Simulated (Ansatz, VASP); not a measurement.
# Os in VASP and in Ansatz

```
Os
1.0
    -1.54704    1.54704    1.54704
     1.54704   -1.54704    1.54704
     1.54704    1.54704   -1.54704
Os
1
Direct
  0.00000 0.00000 0.00000
```

Alike in both runs: task single point; functional PBE; k mesh 18 × 18 × 18; occupations gaussian, width 0.05 eV; non-collinear spin, spin-orbit coupling.

|  | VASP | Ansatz |
| --- | --- | --- |
| version | VASP 6.6.1 | Ansatz 0.2.0 |
| potentials or method | VASP PAW PBE potentials, release 64 (Os), cutoff 520 eV | plane waves, PAW |
| valence electrons in the cell | 8 | 16 |

```csv
,VASP,Ansatz,Ansatz less VASP
pressure (GPa),0.1,0.0,-0.10
net moment per atom (μB),0.00,0.00,0.000
```

The functional is the same, so the differences come from potentials, cutoffs and numerics. VASP's potentials hold 8 valence electrons a cell and Ansatz's 16, so a difference there can come from the potentials and not from the codes.
